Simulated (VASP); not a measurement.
# Ga2SeS2 (P6/mmm) in VASP: a series of runs, part 2 of 2

VASP 6.6.1. Earlier steps stand in the parts before.

**5. Relaxation of cell and atoms, PBE**

File INCAR:

```
ALGO     = Normal         # electronic algorithm
EDIFF    = 1E-7           # SCF threshold, eV
EDIFFG   = -0.04          # ionic threshold
ENCUT    = 600            # plane-wave cutoff, eV
GGA      = PE             # functional
IBRION   = 2              # ionic algorithm
ISIF     = 3              # what is computed and relaxed
ISMEAR   = 0              # smearing method
LASPH    = T              # aspherical terms in the spheres
LCHARG   = F              # write CHGCAR
LREAL    = F              # projectors in reciprocal space
LWAVE    = F              # write WAVECAR
NELM     = 60             # most SCF steps
NSW      = 90             # ionic steps
PREC     = Accurate       # precision mode
SIGMA    = 0.1            # smearing width, eV
```

File KPOINTS:

```
k-points
0
Gamma
  6 6 2
```

File POSCAR:

```
Ga2SeS2
1.0
    4.1006972400      0.0000000000      0.0000000000
   -2.0503486200      3.5513079800      0.0000000000
    0.0000000000      0.0000000000      8.9148706600
Ga Se S
2 1 2
Direct
    0.0000000000      0.0000000000      0.6099502500
    0.0000000000      0.0000000000      0.3900497500
    0.0000000000      0.0000000000      0.0000000000
    0.3333333300      0.6666666700      0.5000000000
    0.6666666700      0.3333333300      0.5000000000
```

Potentials or basis: VASP PAW PBE potentials, release 64 (Ga_d, Se, S).

Command:

```
$ cat potpaw_PBE.64/Ga_d/POTCAR potpaw_PBE.64/Se/POTCAR potpaw_PBE.64/S/POTCAR > POTCAR
$ mpirun -np 1 vasp_std > vasp.out
```

OUTCAR:

```text
EDIFF = 1E-7
   EDIFFG = -0.04
   ENCUT = 600
   GGA = PE
   IBRION = 2
   ISIF = 3
   ISMEAR = 0
   LASPH = T
   LREAL = F
   NELM = 60
   NSW = 90
   PREC = Accurate

 ion  position               nearest neighbor table
   1  0.000  0.000  0.610-   2 1.96   4 2.56   5 2.56   4 2.56   5 2.56   5 2.56   4 2.56
   2  0.000  0.000  0.390-   1 1.96   4 2.56   5 2.56   4 2.56   5 2.56   5 2.56   4 2.56
   3  0.000  0.000  0.000-
   4  0.333  0.667  0.500-   5 2.37   5 2.37   5 2.37   1 2.56   2 2.56   2 2.56   1 2.56   2 2.56
                             1 2.56
   5  0.667  0.333  0.500-   4 2.37   4 2.37   4 2.37   1 2.56   2 2.56   1 2.56   2 2.56   1 2.56
                             2 2.56

  LATTYP: Found a hexagonal cell.
 ALAT       =     4.1006972400
 C/A-ratio  =     2.1739889922

  Lattice vectors:

 A1 = (   4.1006972400,   0.0000000000,   0.0000000000)
 A2 = (  -2.0503486200,   3.5513079800,   0.0000000000)
 A3 = (   0.0000000000,   0.0000000000,   8.9148706600)

Analysis of symmetry for initial positions (statically):
=====================================================================
 Subroutine PRICEL returns:
 Original cell was already a primitive cell.

 Routine SETGRP: Setting up the symmetry group for a
 hexagonal supercell.
[... 157 lines left out ...]

 Free energy of the ion-electron system (eV)
  ---------------------------------------------------
  ext. energy  EPLUGINS =         0.00000000
  ---------------------------------------------------
  free energy    TOTEN  =       -10.29443085 eV

  energy without entropy =      -10.25891457  energy(sigma->0) =      -10.27667271

------------------------ aborting loop because EDIFF is reached ----------------------------------------

  FORCE on cell =-STRESS in cart. coord.  units (eV):
  Direction    XX          YY          ZZ          XY          YZ          ZX
  --------------------------------------------------------------------------------------
  -------------------------------------------------------------------------------------
  Total       12.4419953     12.4419953     15.9630771      0.0000000      0.0000000      0.0000000
  in kB      153.5463597    153.5463595    196.9999451      0.0000000      0.0000000      0.0000000
  external PRESSURE =     168.0308881 kB  Pullay stress =       0.0000000 kB
[... 927 lines left out ...]
     25       8.3720      0.00000
     26      10.7692      0.00000

[... ionic steps 4 to 23 ...]

--------------------------------------- Ionic step       24  -------------------------------------------

 number of electron      43.9999988 magnetization

------------------------ aborting loop because EDIFF is reached ----------------------------------------
[... 73 lines left out ...]
--------------------------------------- Ionic step       26  -------------------------------------------

 number of electron      43.9999987 magnetization

 Free energy of the ion-electron system (eV)
  ---------------------------------------------------
  ext. energy  EPLUGINS =         0.00000000
  ---------------------------------------------------
  free energy    TOTEN  =       -16.08664020 eV

  energy without entropy =      -16.06601652  energy(sigma->0) =      -16.07632836

 E-fermi :   2.0825     XC(G=0):  -8.6156

 val. band max:        2.0371970644   @ k =   0.5000   0.0000   0.0000
 cond. band min:       2.1112310409   @ k =   0.3333   0.1667   0.0000
 fundamental gap:      0.0740339765
 Fermi energy:         2.0825047970
[... 436 lines left out ...]
  FREE ENERGIE OF THE ION-ELECTRON SYSTEM (eV)
  ---------------------------------------------------
  free  energy   TOTEN  =       -16.0866401953 eV

  energy  without entropy=      -16.0660165161  energy(sigma->0) =      -16.07632836

 reached required accuracy - stopping structural energy minimisation
```

CONTCAR:

```text
Ga2SeS2
   1.00000000000000
     4.5514850365129451    0.0000000000000000    0.0000000000000000
    -2.2757425182564726    3.9417016626114743    0.0000000000000000
     0.0000000000000000   -0.0000000000000000    7.3272868509172495
  Ga              Se              S
     2     1     2
Direct
     0.0000000000000000    0.0000000000000000    0.6789113708477805
     0.0000000000000000    0.0000000000000000    0.3210886291522198
     0.0000000000000000    0.0000000000000000    0.0000000000000000
     0.3333333300000021    0.6666666699999979    0.5000000000000000
     0.6666666699999979    0.3333333300000021    0.5000000000000000

  0.00000000E+00  0.00000000E+00  0.00000000E+00
  0.00000000E+00  0.00000000E+00  0.00000000E+00
  0.00000000E+00  0.00000000E+00  0.00000000E+00
  0.00000000E+00  0.00000000E+00  0.00000000E+00
  0.00000000E+00  0.00000000E+00  0.00000000E+00
```

It took 12 min on 1 thread of Intel Xeon 6975P-C (Granite Rapids), shared host; peak memory 0.34 GiB.

Results:

- Free energy: -16.0866 eV
- Relaxed volume: 26.29 Å³/atom
- Relaxed cell: a = 4.551 Å, b = 4.551 Å, c = 7.327 Å, α = 90.00°, β = 90.00°, γ = 120.00°
- Space group after relaxing (to 0.05 Å): P6/mmm (No. 191)
- Energy gained by relaxing: 1158.4 meV/atom
- Ionic steps: 26
- Pressure after relaxing: 0.0 GPa
- Largest force after relaxing: 0.031 eV/Å
- Band gap on the k mesh: zero (band 22 reaches 2.37 eV, above the bottom of band 23 at 1.31 eV)

Forces on the atoms (eV/Å):
```
Ga   0.000  0.000  0.031
Ga   0.000  0.000 -0.031
Se   0.000  0.000  0.000
S    0.000  0.000  0.000
S    0.000  0.000  0.000
```

The path:
| step | energy change (eV) | largest force (eV/Å) | pressure (GPa) | volume (Å³) |
| --- | --- | --- | --- | --- |
| 1 | 0.0000 | 11.6719 | 16.80 | 129.83 |
| 2 | -3.8453 | 0.1039 | -3.76 | 187.95 |
| 3 | -4.0432 | 1.2486 | -0.93 | 162.17 |
| 4 | -4.0965 | 0.6385 | -2.41 | 171.35 |
| 5 | -4.1011 | 0.7745 | -2.07 | 168.86 |
| 6 | -4.3273 | 0.9190 | -1.78 | 159.93 |
| 7 | -5.0156 | 1.3567 | 0.48 | 134.69 |
| 8 | -1.4428 | 8.7210 | 38.04 | 90.93 |
| 9 | -4.8798 | 1.7083 | 1.82 | 131.13 |
| 10 | -4.9604 | 0.7707 | 8.66 | 110.80 |
| 11 | -5.0182 | 1.4979 | 4.67 | 120.37 |
| 12 | -5.0286 | 1.3678 | 5.55 | 117.88 |
| 13 | -5.1053 | 1.1150 | 5.88 | 116.63 |
| 14 | -5.2068 | 0.0668 | 7.55 | 112.83 |
| 15 | -5.3191 | 0.2179 | 6.56 | 114.79 |
| 16 | -5.5609 | 0.5455 | 4.01 | 120.80 |
| 17 | -5.6912 | 1.0575 | 0.63 | 133.28 |
| 18 | -5.6966 | 0.9854 | 1.05 | 131.37 |
| 19 | -5.7296 | 0.6388 | 0.38 | 132.70 |
| 20 | -5.7465 | 0.2788 | -0.32 | 134.45 |
| 21 | -5.7469 | 0.2296 | -0.41 | 134.74 |
| 22 | -5.7543 | 0.2227 | -0.39 | 134.36 |
| 23 | -5.7749 | 0.1704 | -0.31 | 133.23 |
| 24 | -5.7905 | 0.1219 | 0.18 | 130.94 |
| 25 | -5.7919 | 0.0007 | -0.03 | 131.65 |
| 26 | -5.7922 | 0.0312 | 0.03 | 131.46 |

Final structure:
```
Ga Se S
1.0
     4.55149    0.00000    0.00000
    -2.27574    3.94170    0.00000
     0.00000    0.00000    7.32729
Ga Se S
2 1 2
Direct
  0.00000 0.00000 0.67891
  0.00000 0.00000 0.32109
  0.00000 0.00000 0.00000
  0.33333 0.66667 0.50000
  0.66667 0.33333 0.50000
```

**6. Single point, PBE**

This run uses another cell than the first one, of 26.35 Å³/atom, 1.015 times its volume.

File INCAR:

```
PREC = Accurate
ENCUT = 520
EDIFF = 1E-6
ISMEAR = 0
SIGMA = 0.1
LREAL = F
LASPH = T
NELM = 80
ALGO = Normal
ISIF = 2
LWAVE = F
LCHARG = F
GGA = PE
NBANDS = 30
```

File KPOINTS:

```
regular mesh
0
Gamma
  12 12 6
```

File POSCAR:

```
Ga2SeS2
1.0
    4.4888517579      0.0000000000      0.0000000000
   -2.2444258789      3.8874596561      0.0000000000
    0.0000000000      0.0000000000      7.5488680241
Ga Se S
2 1 2
Direct
    0.0000000000      0.0000000000      0.6855904508
    0.0000000000      0.0000000000      0.3144095492
    0.0000000000      0.0000000000      0.0000000000
    0.3333333333      0.6666666667      0.5000000000
    0.6666666667      0.3333333333      0.5000000000
```

Potentials or basis: VASP PAW PBE potentials, release 64 (Ga_d, Se, S).

Command:

```
$ cat potpaw_PBE.64/Ga_d/POTCAR potpaw_PBE.64/Se/POTCAR potpaw_PBE.64/S/POTCAR > POTCAR
$ mpirun -np 1 vasp_std > vasp.out
```

It took 2.8 min on 1 thread of Intel Xeon 6975P-C (Granite Rapids), shared host; peak memory 0.44 GiB.

The run converged. Its results:

```
Free energy            : -16.0779 eV
Pressure               : 0.0 GPa
Band gap on the k mesh : zero (band 22 reaches 2.66 eV, above the bottom of band 23 at 1.43 eV)
```

Forces in eV/Å, atoms in the order of the input:
```
Ga   0.000  0.000 -0.002
Ga   0.000  0.000  0.002
Se   0.000  0.000  0.000
S    0.000  0.000  0.000
S    0.000  0.000  0.000
```

Stress tensor (GPa, compression positive):
```
-0.01  0.00  0.00
 0.00 -0.01  0.00
 0.00  0.00  0.10
```

Levels at points of the mesh, in eV from the Fermi level:
```csv
k point,band 20,band 21,band 22,band 23,band 24,band 25
"(0.00, 0.00, 0.00)",-2.09,-0.23,0.04,0.04,2.02,3.08
"(0.50, 0.00, 0.00)",-0.41,-0.39,0.18,1.34,1.35,2.58
"(0.00, 0.00, 0.50)",-1.82,-0.24,-0.21,-0.21,0.46,4.76
"(0.50, 0.00, 0.50)",-0.71,-0.54,0.08,0.70,1.34,2.65
```

**7. Relaxation of cell and atoms, PBE**

This run uses another cell than the first one, of 26.18 Å³/atom, 1.008 times its volume.

File INCAR:

```
SYSTEM = Ga2SeS2
PREC = Accurate ; ENCUT = 600
EDIFF = 1E-7 ; ISMEAR = 0
SIGMA = 0.1 ; LREAL = .False.
LASPH = .True. ; NELM = 80
ALGO = Normal ; ISIF = 3
LWAVE = .False. ; LCHARG = .False.
GGA = PE ; IBRION = 2
NSW = 90 ; EDIFFG = -0.04
```

File KPOINTS:

```
regular mesh
0
Gamma
  6 6 4
  0 0 0
```

File POSCAR:

```
Ga2SeS2
1.0
    4.5471385111      0.0000000000      0.0000000000
   -2.2735692555      3.9379374651      0.0000000000
    0.0000000000      0.0000000000      7.3108900408
Ga Se S
2 1 2
Direct
    0.0000000000      0.0000000000      0.6788998707
    0.0000000000      0.0000000000      0.3211001293
    0.0000000000      0.0000000000      0.0000000000
    0.3333333333      0.6666666667      0.5000000000
    0.6666666667      0.3333333333      0.5000000000
```

Potentials or basis: VASP PAW PBE potentials, release 64 (Ga_d, Se, S).

Command:

```
$ cat potpaw_PBE.64/Ga_d/POTCAR potpaw_PBE.64/Se/POTCAR potpaw_PBE.64/S/POTCAR > POTCAR
$ mpirun -np 1 vasp_std > vasp.out
```

OUTCAR:

```text
SYSTEM = Ga2SeS2
   PREC = Accurate
   ENCUT = 600
   EDIFF = 1E-7
   ISMEAR = 0
   LREAL = .False.
   LASPH = .True.
   NELM = 80
   ISIF = 3
   GGA = PE
   IBRION = 2
   NSW = 90
   EDIFFG = -0.04

 ion  position               nearest neighbor table
   1  0.000  0.000  0.679-   3 2.35   2 2.62
   2  0.000  0.000  0.321-   3 2.35   1 2.62
   3  0.000  0.000  0.000-   1 2.35   2 2.35
   4  0.333  0.667  0.500-   5 2.63   5 2.63   5 2.63
   5  0.667  0.333  0.500-   4 2.63   4 2.63   4 2.63

  LATTYP: Found a hexagonal cell.
 ALAT       =     4.5471385111
 C/A-ratio  =     1.6078001633

  Lattice vectors:

 A1 = (   4.5471385111,   0.0000000000,   0.0000000000)
 A2 = (  -2.2735692555,   3.9379374651,   0.0000000000)
 A3 = (   0.0000000000,   0.0000000000,   7.3108900408)

Analysis of symmetry for initial positions (statically):
=====================================================================
 Subroutine PRICEL returns:
 Original cell was already a primitive cell.

 Routine SETGRP: Setting up the symmetry group for a
 hexagonal supercell.
[... 153 lines left out ...]
 non-spin polarized calculation
 Gauss-broadening in eV      SIGMA  =   0.10
  energy-cutoff  :      600.00
  volume of cell :      130.91
 maximum number of plane-waves:      4401
   NGX = 19   NGY = 19   NGZ = 29

--------------------------------------- Ionic step        1  -------------------------------------------

 number of electron      43.9999989 magnetization

 Free energy of the ion-electron system (eV)
  ---------------------------------------------------
  ext. energy  EPLUGINS =         0.00000000
  ---------------------------------------------------
  free energy    TOTEN  =       -15.99518059 eV

  energy without entropy =      -15.97690266  energy(sigma->0) =      -15.98604163

------------------------ aborting loop because EDIFF is reached ----------------------------------------

  FORCE on cell =-STRESS in cart. coord.  units (eV):
  Direction    XX          YY          ZZ          XY          YZ          ZX
  --------------------------------------------------------------------------------------
  -------------------------------------------------------------------------------------
  Total       -0.4259022     -0.4259022      2.0066757     -0.0000000     -0.0000000      0.0000000
  in kB       -5.2124659     -5.2124659     24.5589912     -0.0000000     -0.0000000      0.0000000
  external PRESSURE =       4.7113531 kB  Pullay stress =       0.0000000 kB
[... 221 lines left out ...]
--------------------------------------- Ionic step        7  -------------------------------------------

 number of electron      44.0000011 magnetization

 Free energy of the ion-electron system (eV)
  ---------------------------------------------------
  ext. energy  EPLUGINS =         0.00000000
  ---------------------------------------------------
  free energy    TOTEN  =       -16.08627651 eV

  energy without entropy =      -16.07528098  energy(sigma->0) =      -16.08077875

 E-fermi :   2.1517     XC(G=0):  -8.6338

 val. band max:        2.1418409915   @ k =   0.1667  -0.0000   0.0000
 cond. band min:       2.1857647059   @ k =   0.0000   0.0000   0.0000
 fundamental gap:      0.0439237144
 Fermi energy:         2.1516919339

 k-point     1 :       0.0000    0.0000    0.0000
  band No.  band energies     occupation
      1     -12.9863      2.00000
      2     -12.7089      2.00000
      3     -12.5271      2.00000
      4     -12.5271      2.00000
      5     -12.5208      2.00000
      6     -12.5208      2.00000
[... 630 lines left out ...]
  FREE ENERGIE OF THE ION-ELECTRON SYSTEM (eV)
  ---------------------------------------------------
  free  energy   TOTEN  =       -16.0862765148 eV

  energy  without entropy=      -16.0752809797  energy(sigma->0) =      -16.08077875

 reached required accuracy - stopping structural energy minimisation
```

Run time: 3.9 min. Hardware: 1 thread of Intel Xeon 6975P-C (Granite Rapids), shared host; peak memory 0.33 GiB.

Results:

```
Free energy                            : -16.0863 eV
Relaxed volume                         : 26.42 Å³/atom
Relaxed cell                           : a = 4.435 Å, b = 4.435 Å, c = 7.755 Å, α = 90.00°, β = 90.00°, γ = 120.00°
Space group after relaxing (to 0.05 Å) : P6/mmm (No. 191)
Energy gained by relaxing              : 18.2 meV/atom
Ionic steps                            : 7
Pressure after relaxing                : 0.1 GPa
Largest force after relaxing           : 0.011 eV/Å
Band gap on the k mesh                 : zero (band 22 reaches 2.62 eV, above the bottom of band 23 at 1.63 eV)
```

Forces in eV/Å, atoms in the order of the input:
```
Ga   0.000  0.000 -0.011
Ga   0.000  0.000  0.011
Se   0.000  0.000  0.000
S    0.000  0.000  0.000
S    0.000  0.000  0.000
```

Stress tensor (GPa, compression positive):
```
 0.09  0.00  0.00
 0.00  0.09  0.00
 0.00  0.00 -0.01
```

Step by step:
```
step  energy change (eV)  largest force (eV/Å)  pressure (GPa)  volume (Å³)
   1              0.0000                0.2665            0.47       130.91
   2             -0.0376                0.3223           -0.04       132.35
   3             -0.0572                0.4075           -0.59       134.16
   4             -0.0803                0.2154           -0.12       132.54
   5             -0.0882                0.0015            0.42       130.86
   6             -0.0882                0.0184            0.38       130.98
   7             -0.0911                0.0114            0.05       132.11
```

Final structure:
```cif
data_structure
_symmetry_space_group_name_H-M 'P 1'
_symmetry_Int_Tables_number 1
_cell_length_a 4.4352
_cell_length_b 4.4352
_cell_length_c 7.7549
_cell_angle_alpha 90.000
_cell_angle_beta 90.000
_cell_angle_gamma 120.000
_cell_volume 132.11
loop_
_atom_site_label
_atom_site_type_symbol
_atom_site_fract_x
_atom_site_fract_y
_atom_site_fract_z
_atom_site_occupancy
Ga1 Ga 0.00000 0.00000 0.69291 1
Ga2 Ga 0.00000 0.00000 0.30709 1
Se1 Se 0.00000 0.00000 0.00000 1
S1 S 0.33333 0.66667 0.50000 1
S2 S 0.66667 0.33333 0.50000 1
```

Levels at points of the mesh, in eV from the Fermi level:
| k point | band 19 | band 20 | band 21 | band 22 | band 23 | band 24 | band 25 | band 26 |
| --- | --- | --- | --- | --- | --- | --- | --- | --- |
| (0.00, 0.00, 0.00) | -2.03 | -2.03 | -0.33 | 0.03 | 0.03 | 1.96 | 2.68 | 3.66 |
| (0.50, 0.00, 0.00) | -1.59 | -0.61 | -0.42 | 0.22 | 0.95 | 1.38 | 2.44 | 3.28 |
| (0.00, 0.00, 0.50) | -1.97 | -1.55 | -0.33 | -0.19 | -0.19 | 0.18 | 4.47 | 4.61 |
| (0.50, 0.00, 0.50) | -1.18 | -0.89 | -0.54 | 0.13 | 0.76 | 1.38 | 2.32 | 3.30 |

**8. Overview**

| task | cell | k mesh | cutoff (eV) | gap on the mesh (eV) | pressure (GPa) | relaxed volume (Å³/atom) | largest force (eV/Å) |
| --- | --- | --- | --- | --- | --- | --- | --- |
| single point | a = 4.101, b = 4.101, c = 8.915 Å, angles 90.0, 90.0, 120.0°, 5 atoms | 6 × 6 × 2 | 520 | none | 16.8 | - | 11.67 |
| single point | a = 4.547, b = 4.547, c = 7.311 Å, angles 90.0, 90.0, 120.0°, 5 atoms | 6 × 6 × 2 | 520 | none | 0.2 | - | 0.01 |
| single point | a = 4.444, b = 4.444, c = 7.737 Å, angles 90.0, 90.0, 120.0°, 5 atoms | 6 × 6 × 4 | 520 | none | 0.0 | - | 0.01 |
| relaxation of cell and atoms | relaxed from a = 4.101, b = 4.101, c = 8.915 Å, angles 90.0, 90.0, 120.0°, 5 atoms | 6 × 6 × 2 | 600 | none | 0.0 | 26.29 | 0.03 |
| single point | a = 4.489, b = 4.489, c = 7.549 Å, angles 90.0, 90.0, 120.0°, 5 atoms | 12 × 12 × 6 | 520 | none | 0.0 | - | - |
| relaxation of cell and atoms | relaxed from a = 4.547, b = 4.547, c = 7.311 Å, angles 90.0, 90.0, 120.0°, 5 atoms | 6 × 6 × 4 | 600 | none | 0.1 | 26.42 | 0.01 |

Alike in all rows: level PBE; potentials or basis VASP PAW PBE potentials, release 64 (Ga_d, Se, S); no spin polarisation; smearing gaussian 0.1 eV.

Caveats: some runs use coarse meshes; forces of over 1 eV/Å act on the atoms, so gaps and moduli don't describe the material at rest (some runs).

Absolute energies hang on the potentials; compare differences alone.
